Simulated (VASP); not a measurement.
Write the native input for VASP 6.6.1 that does the following.

```yaml
Task: electric field gradients
Functional: LDA
Potentials_or_basis: VASP PAW LDA potentials, release 64 (Sr_sv, Cd)
Cutoff: 520 eV
k_mesh: 10 × 10 × 10
Occupations: fermi-dirac, width 0.08 eV
Spin: no spin polarisation
Dipole_correction: no
Further_INCAR_settings: ALGO = Normal; EDIFF = 1e-08; NBANDS = 18
```

The structure of SrCd lies in POSCAR:

```
SrCd
1.0
    4.0295107064      0.0000000000      0.0000000000
    0.0000000000      4.0295107064      0.0000000000
    0.0000000000      0.0000000000      4.0295107064
Sr Cd
1 1
Direct
    0.5000000000      0.5000000000      0.5000000000
    0.0000000000      0.0000000000      0.0000000000
```

This cell differs from its parent crystal: volume scaled by 1.02.

These files were run (other wordings do the same):

INCAR

```
SYSTEM = SrCd
PREC = Accurate
ENCUT = 520
EDIFF = 1E-8
ISMEAR = -1
SIGMA = 0.08
LREAL = .False.
LASPH = .True.
NELM = 60
ALGO = Normal
ISIF = 2
LWAVE = .False.
LCHARG = .False.
LEFG = .True.
NBANDS = 18
```

KPOINTS

```
regular mesh
0
Gamma
  10 10 10
  0 0 0
```

Potentials or basis: VASP PAW LDA potentials, release 64 (Sr_sv, Cd).

Launch:

```sh
$ cat potpaw_LDA.64/Sr_sv/POTCAR potpaw_LDA.64/Cd/POTCAR > POTCAR
$ mpirun -np 1 vasp_std > vasp.out
```

It gave:

- Pressure: -2.4 GPa
- Band gap on the k mesh: zero (band 11 reaches 3.30 eV, above the bottom of band 12 at 1.23 eV)

Caveat: without QUAD_EFG the Cq values of the log hold for a quadrupole moment of 1 mb, not for the nuclei.

It took 23 s on 1 thread of AMD EPYC 9R45 96-Core Processor (Zen 5) (shared host), peak memory 0.17 GiB.
